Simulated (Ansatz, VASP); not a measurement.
## One calculation of Si2C3, two programs

The input INCAR:

```
SYSTEM = Si2C3
PREC = Accurate
ENCUT = 600
EDIFF = 1E-7
ISMEAR = 0
SIGMA = 0.1
LREAL = .FALSE.
LASPH = .TRUE.
NELM = 80
ALGO = Normal
ISIF = 3
LWAVE = .FALSE.
LCHARG = .FALSE.
GGA = PE
IBRION = 2
NSW = 90
EDIFFG = -0.04
```

The input KPOINTS:

```
Automatic mesh
0
G
  6 6 4
  0 0 0
```

Contents of POSCAR:

```
Si2C3
1.0
    3.8814227200      0.0000000000      0.0000000000
   -1.9407113600      3.3614106800      0.0000000000
    0.0000000000      0.0000000000      4.8143000500
Si C
2 3
Direct
    0.0000000000      0.0000000000      0.0000000000
    0.3333333300      0.6666666700      0.5000000000
    0.6666666700      0.3333333300      0.2422697800
    0.6666666700      0.3333333300      0.7577302200
    0.0000000000      0.0000000000      0.5000000000
```

Input for Ansatz:

```yaml
crystal:
  lattice:
    - [3.88142272, 0.0, 0.0]
    - [-1.94071136, 3.36141068, 0.0]
    - [0.0, 0.0, 4.81430005]
  atoms:
    - { symbol: Si, position: [0.0, 0.0, 0.0] }
    - { symbol: Si, position: [0.33333333, 0.66666667, 0.5] }
    - { symbol: C, position: [0.66666667, 0.33333333, 0.24226978] }
    - { symbol: C, position: [0.66666667, 0.33333333, 0.75773022] }
    - { symbol: C, position: [0.0, 0.0, 0.5] }
basis:
  ecutwfc: 420
kpoints:
  mp_grid: { grid: [6, 6, 4] }
hamiltonian:
  xc: pbe
scf:
  occupations: { method: gaussian, width: 0.1 }
  lower_state_search: "off"
output:
  forces: true
  stress: true
  eigenvalues: true
relax:
  adjacent_minimum: "off"
  f_tol: 0.04
  max_steps: 70
  cell: { stress_tol: 0.4 }
```

Change from the starting cell: species swapped into the Co3Ge2 type (P-6m2, No. 187).

Alike in both runs: task relaxation of cell and atoms; functional PBE; k mesh 6 × 6 × 4; occupations gaussian, width 0.1 eV; no spin polarisation.

```csv
,VASP,Ansatz
version,VASP 6.6.1,Ansatz 0.2.0
potentials or method,"VASP PAW PBE potentials, release 64 (Si, C), cutoff 600 eV","scalar-relativistic, plane waves, PAW"
valence electrons in the cell,20,20
```

Ansatz gave:

| Item | Value |
| --- | --- |
| gap on the k mesh at the Fermi level, each at its own relaxed structure (eV) | none |
| relaxed volume (Å³/atom) | 14.97 |
| relaxed cell length with the largest relative difference (Å) | 9.101 |

Question: What did VASP give for the same quantities?

Answer: gap on the k mesh at the Fermi level, each at its own relaxed structure (eV): none; relaxed volume (Å³/atom): 12.44; relaxed cell length with the largest relative difference (Å): 7.574.

A gap of «none» marks a metal or a gap that the smearing closes. One of these differences is far larger than is usual between the two programs; its cause wasn't traced.
